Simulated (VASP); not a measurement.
# Al3GaO6 (Cm) in VASP: notebook, part 2 of 2

VASP 6.6.1. The steps go on from the part before.

## Step 3: Single point, r2SCAN

Contents of POSCAR:

```
Al3GaO6
1.0
    6.0472680850     -1.4912987981      0.0006459381
    6.0472680850      1.4912987981      0.0006459381
   -1.3544954390      0.0000000000      5.5572257057
Al Ga O
3 1 6
Direct
    0.3433270141      0.3433270141      0.6860821908
    0.9079716992      0.9079716992      0.2028875493
    0.0872672755      0.0872672755      0.7921847485
    0.6570272324      0.6570272324      0.3161442617
    0.5052441576      0.5052441576      0.7424148337
    0.4897043641      0.4897043641      0.2544761794
    0.8300916616      0.8300916616      0.4383111229
    0.1757769932      0.1757769932      0.5771341839
    0.1612177446      0.1612177446      0.0994960663
    0.8423718578      0.8423718578      0.8908688636
```

Contents of INCAR.step1:

```
PREC = Accurate ; ENCUT = 520
ISMEAR = 0 ; SIGMA = 0.02
LREAL = F ; LASPH = T
NELM = 60 ; NBANDS = 40
GGA = PE ; ALGO = Normal
EDIFF = 1E-4 ; LWAVE = T
LCHARG = F
```

Contents of INCAR.step2:

```
PREC = Accurate ; ENCUT = 520
EDIFF = 1E-7 ; ISMEAR = 0
SIGMA = 0.02 ; LREAL = F
LASPH = T ; NELM = 60
ALGO = Normal ; ISIF = 2
LWAVE = F ; LCHARG = F
METAGGA = R2SCAN ; LMIXTAU = T
NBANDS = 40 ; ISTART = 1
```

Contents of KPOINTS:

```
regular mesh
0
Gamma
  8 8 4
```

Potentials or basis: VASP PAW PBE potentials, release 64 (Al, Ga_d, O).

On the command line:

```console
$ cat potpaw_PBE.64/Al/POTCAR potpaw_PBE.64/Ga_d/POTCAR potpaw_PBE.64/O/POTCAR > POTCAR
$ cp INCAR.step1 INCAR
$ mpirun -np 1 vasp_std > vasp.out
$ cp INCAR.step2 INCAR
$ mpirun -np 1 vasp_std > vasp.out
```

OUTCAR:

```text
PREC = Accurate
   ENCUT = 520
   EDIFF = 1E-7
   ISMEAR = 0
   LREAL = F
   LASPH = T
   NELM = 60
   ISIF = 2
   METAGGA = R2SCAN
   ISTART = 1

 ion  position               nearest neighbor table
   1  0.343  0.343  0.686-  10 1.90  10 1.90   5 1.91   8 1.97   7 2.04   7 2.04   4 3.09   4 3.09
                             3 3.23   3 3.23   2 3.24   2 3.24   3 3.29
   2  0.908  0.908  0.203-  10 1.77   6 1.77   6 1.77   7 1.82   1 3.24   1 3.24
   3  0.087  0.087  0.792-   9 1.77   5 1.78   5 1.78   8 1.81   1 3.23   1 3.23   1 3.29
   4  0.657  0.657  0.316-   9 1.95   9 1.95   6 1.97   7 2.04   8 2.08   8 2.08   1 3.09   1 3.09

   5  0.505  0.505  0.742-   3 1.78   3 1.78   1 1.91
   6  0.490  0.490  0.254-   2 1.77   2 1.77   4 1.97
   7  0.830  0.830  0.438-   2 1.82   1 2.04   1 2.04   4 2.04
   8  0.176  0.176  0.577-   3 1.81   1 1.97   4 2.08   4 2.08
   9  0.161  0.161  0.099-   3 1.77   4 1.95   4 1.95
  10  0.842  0.842  0.891-   2 1.77   1 1.90   1 1.90

  LATTYP: Found a base centered monoclinic cell.
 ALAT       =    12.0945362390
 B/A-ratio  =     0.2466070246
 C/A-ratio  =     0.4729337135
 COS(beta)  =    -0.2366996868

  Lattice vectors:

 A1 = (   6.0472680850,  -1.4912987981,   0.0006459381)
 A2 = (   6.0472680850,   1.4912987981,   0.0006459381)
 A3 = (  -1.3544954390,   0.0000000000,   5.5572257057)

Analysis of symmetry for initial positions (statically):
=====================================================================
 Subroutine PRICEL returns:
 Original cell was already a primitive cell.

 Routine SETGRP: Setting up the symmetry group for a
 base centered monoclinic supercell.

 Subroutine GETGRP returns: Found  2 space group operations
 (whereof  2 operations were pure point group operations)
 out of a pool of  4 trial point group operations.

The static configuration has the point symmetry C_1h.

Analysis of symmetry for dynamics (positions and initial velocities):
=====================================================================
 Subroutine PRICEL returns:
 Original cell was already a primitive cell.

 Routine SETGRP: Setting up the symmetry group for a
 base centered monoclinic supercell.

 Subroutine GETGRP returns: Found  2 space group operations
 (whereof  2 operations were pure point group operations)
 out of a pool of  4 trial point group operations.

The dynamic configuration has the point symmetry C_1h.

 Subroutine INISYM returns: Found  2 space group operations
 (whereof  2 operations are pure point group operations),
 and found     1 'primitive' translations

----------------------------------------------------------------------------------------

                                     Primitive cell

  volume of cell :     100.2359

  direct lattice vectors                    reciprocal lattice vectors
     6.047268085 -1.491298798  0.000645938     0.082679811 -0.335278216  0.020152039
     6.047268085  1.491298798  0.000645938     0.082679811  0.335278216  0.020152039
    -1.354495439  0.000000000  5.557225706    -0.000019220  0.000000000  0.179941219

  length of vectors
     6.228436707  6.228436707  5.719913936     0.345909725  0.345909725  0.179941220

  position of ions in fractional coordinates (direct lattice)
[... 77 lines left out ...]
   k-points           NKPTS =     78   k-points in BZ     NKDIM =     78   number of bands    NBANDS=     40
   number of dos      NEDOS =    301   number of ions     NIONS =     10
   total plane-waves  NPLWV = 110592
   dimension x,y,z NGX =    48 NGY =   48 NGZ =   48
   dimension x,y,z NGXF=    96 NGYF=   96 NGZF=   96
   ions per type =               3   1   6
   NGX,Y,Z   is equivalent  to a cutoff of  12.81, 12.81, 13.95 a.u.
   NGXF,Y,Z  is equivalent  to a cutoff of  25.62, 25.62, 27.90 a.u.
 SYSTEM =  unknown system
   PREC   = accura    normal or accurate (medium, high low for compatibility)
   ISTART =      1    job   : 0-new  1-cont  2-samecut
   ICHARG =      0    charge: 1-file 2-atom 10-const
   ISPIN  =      1    spin polarized calculation?
   LNONCOLLINEAR =      F non collinear calculations
   LSORBIT =      F    spin-orbit coupling
   LASPH  =      T    aspherical Exc in radial PAW
   ENCUT  =  520.0 eV  38.22 Ry    6.18 a.u.  11.58 11.58 10.64*2*pi/ulx,y,z
   NELM   =     60;   NELMIN=  2; NELMDL=  0     # of ELM steps
   EDIFF  = 0.1E-06   stopping-criterion for ELM
   LREAL  =      F    real-space projection
   EDIFFG = 0.1E-05   stopping-criterion for IOM
   NSW    =      0    number of steps for IOM
   IBRION =     -1    ionic relax: 0-MD 1-quasi-New 2-CG
   NFREE  =      0    steps in history (QN), initial steepest desc. (CG)
   ISIF   =      2    stress and relaxation
   ISYM   =      2    0-nonsym 1-usesym 2-fastsym
   POTIM  = 0.5000    time-step for ionic-motion
   TEBEG  =    0.0;   TEEND  =   0.0 temperature during run
   PSTRESS=    0.0 pullay stress
   NELECT =      58.0000    total number of electrons
   NUPDOWN=      -1.0000    fix difference up-down
   EMIN   =  10.00;   EMAX   =-10.00  energy-range for DOS
   EFERMI =   0.00;   METHOD = LEGACY
   ISMEAR =     0;   SIGMA  =   0.02  broadening in eV -4-tet -1-fermi 0-gaus
   EFERMI_NEDOS =   21; number of points for ismear=-14 and -15
   IALGO  =     38    algorithm
   IMIX   =      4    mixing-type and parameters
     AMIX     =   0.40;   BMIX     =  1.00
     AMIX_MAG =   1.60;   BMIX_MAG =  1.00
  volume/ion in A,a.u.               =      10.02        67.64
  Fermi-wavevector in a.u.,A,eV,Ry     =   1.364195  2.577955 25.320819  1.861028
  Thomas-Fermi vector in A             =   2.490532
   LORBIT       =      0    0 simple, 1 ext, 2 COOP (PROOUT), +10 PAW based schemes
   METAGGA = R2SCAN    functional components
   LHFCALC =     F    Hartree Fock is set to
   AEXX    =    0.0000 exact exchange contribution
   IVDW    =     0    specifies the selected vdW correction
   LEPSILON=     F    determine dielectric tensor
   LRPA    =     F    only Hartree local field effects (RPA)
 non-spin polarized calculation
 Gauss-broadening in eV      SIGMA  =   0.02
  energy-cutoff  :      520.00
  volume of cell :      100.24
 maximum number of plane-waves:      2722
 NGX is ok and might be reduce to    48
   NGX = 23   NGY = 23   NGZ = 21

 number of electron      57.9999995 magnetization

 Free energy of the ion-electron system (eV)
  ---------------------------------------------------
  ext. energy  EPLUGINS =         0.00000000
  ---------------------------------------------------
  free energy    TOTEN  =       -97.46398649 eV

  energy without entropy =      -97.46398649  energy(sigma->0) =      -97.46398649

 E-fermi :   4.3423     XC(G=0): -11.6577

 val. band max:        4.1744825544   @ k =   0.5000   0.5000   0.5000
 cond. band min:       8.6044313219   @ k =   0.0000   0.0000   0.0000
 fundamental gap:      4.4299487675
 Fermi energy:         4.3422624939

 k-point     1 :       0.0000    0.0000    0.0000
  band No.  band energies     occupation
      1     -15.5678      2.00000
      2     -14.2765      2.00000
      3     -14.1413      2.00000
      4     -14.0438      2.00000
      5     -13.7326      2.00000
      6     -13.5063      2.00000
[... 1021 lines left out ...]
     39      17.0392      0.00000
     40      17.6053      0.00000

 [... further k-points ...]

------------------------ aborting loop because EDIFF is reached ----------------------------------------

  FORCE on cell =-STRESS in cart. coord.  units (eV):
  Direction    XX          YY          ZZ          XY          YZ          ZX
  --------------------------------------------------------------------------------------
  -------------------------------------------------------------------------------------
  Total       -3.9917510     -4.4551488     -4.1004096      0.0000000      0.0000000     -0.0850245
  in kB      -63.8044246    -71.2114076    -65.5412321      0.0000000      0.0000000     -1.3590375
  external PRESSURE =     -66.8523547 kB  Pullay stress =       0.0000000 kB

 VOLUME and BASIS-vectors are now :
 -----------------------------------------------------------------------------
  energy-cutoff  :      520.00
  volume of cell :      100.24
      direct lattice vectors                 reciprocal lattice vectors
     6.047268085 -1.491298798  0.000645938     0.082679811 -0.335278216  0.020152039
     6.047268085  1.491298798  0.000645938     0.082679811  0.335278216  0.020152039
    -1.354495439  0.000000000  5.557225706    -0.000019220  0.000000000  0.179941219

 POSITION                                       TOTAL-FORCE (eV/Angst)
 -----------------------------------------------------------------------------------
      3.22309      0.00000      3.81316        -0.012925      0.000000     -0.002263
     10.70669      0.00000      1.12866         0.012599      0.000000      0.019687
     -0.01755      0.00000      4.40246         0.028419      0.000000      0.009910
      7.51822      0.00000      1.75773         0.011758      0.000000      0.015108
      5.10510      0.00000      4.12642         0.051512      0.000000      0.048602
      5.57806      0.00000      1.41481        -0.028554      0.000000     -0.042942
      9.44588      0.00000      2.43687        -0.022059      0.000000     -0.045877
      1.34422      0.00000      3.20749        -0.012291      0.000000     -0.034390
      1.81509      0.00000      0.55313        -0.169692      0.000000      0.001895
      8.98142      0.00000      4.95185         0.141233      0.000000      0.030270
 -----------------------------------------------------------------------------------
    total drift:                               -0.032985      0.000000     -0.011464

  FREE ENERGIE OF THE ION-ELECTRON SYSTEM (eV)
  ---------------------------------------------------
  free  energy   TOTEN  =       -97.4639864877 eV

  energy  without entropy=      -97.4639864877  energy(sigma->0) =      -97.46398649
```

Run time: 66 min. Hardware: 1 thread of Oxide Virtual Turin-like, shared host; peak memory 0.49 GiB.

Results:

- Free energy: -97.4640 eV
- Pressure: -6.7 GPa
- Largest force: 0.170 eV/Å
- Band gap on the k mesh: 4.43 eV (least direct gap 4.67 eV)

Forces on the atoms (eV/Å):
```
Al  -0.013  0.000 -0.002
Al   0.013  0.000  0.020
Al   0.028  0.000  0.010
Ga   0.012  0.000  0.015
O    0.052  0.000  0.049
O   -0.029  0.000 -0.043
O   -0.022  0.000 -0.046
O   -0.012  0.000 -0.034
O   -0.170  0.000  0.002
O    0.141  0.000  0.030
```

Caveat: the cell stands under tension; the PAW data sets were made with another functional, which shifts forces and pressure a little. A k mesh can miss the band edges.
